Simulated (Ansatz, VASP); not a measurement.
**One calculation of SnSe, two programs**

```xyz
8
Lattice="0.0000 -4.1672 0.0000 0.0000 0.0000 -4.3884 11.4836 -0.6947 0.7315" Properties=species:S:1:pos:R:3 pbc="T T T"
Sn    7.0929   -3.1254   -3.9669
Sn    4.3907   -1.0418   -0.4215
Sn   10.1325   -1.0418   -1.7727
Sn    1.3511   -3.1254   -2.6157
Se    4.0996   -3.1254   -2.2952
Se    7.3840   -1.0418   -2.0932
Se    1.6422   -1.0418   -0.1010
Se    9.8414   -3.1254   -4.2874
```

Alike in both runs: task single point; functional PBE; dispersion D3(BJ); k mesh 8 × 8 × 3; occupations gaussian, width 0.05 eV; no spin polarisation.

|  | VASP | Ansatz |
| --- | --- | --- |
| version | VASP 6.6.1 | Ansatz 0.2.0 |
| potentials or method | VASP PAW PBE potentials, release 64 (Sn_d, Se), cutoff 520 eV | scalar-relativistic, plane waves, PAW |
| valence electrons in the cell | 80 | 120 |

```tsv
	VASP	Ansatz	Ansatz less VASP
gap on the k mesh at the Fermi level (eV)	0.43	0.44	+0.007
least direct gap on the mesh (eV)	0.72	0.73	+0.010
pressure (GPa)	0.5	0.5	-0.02
traceless stress, the component that is largest in VASP (GPa)	0.93	0.93	+0.005
rms of the force components (eV/Å)	0.201	0.204	+0.0030
```

Atom by atom the forces differ by 0.008 eV/Å (rms over components). VASP's potentials hold 80 valence electrons a cell and Ansatz's 120, so a difference there can come from the potentials and not from the codes.
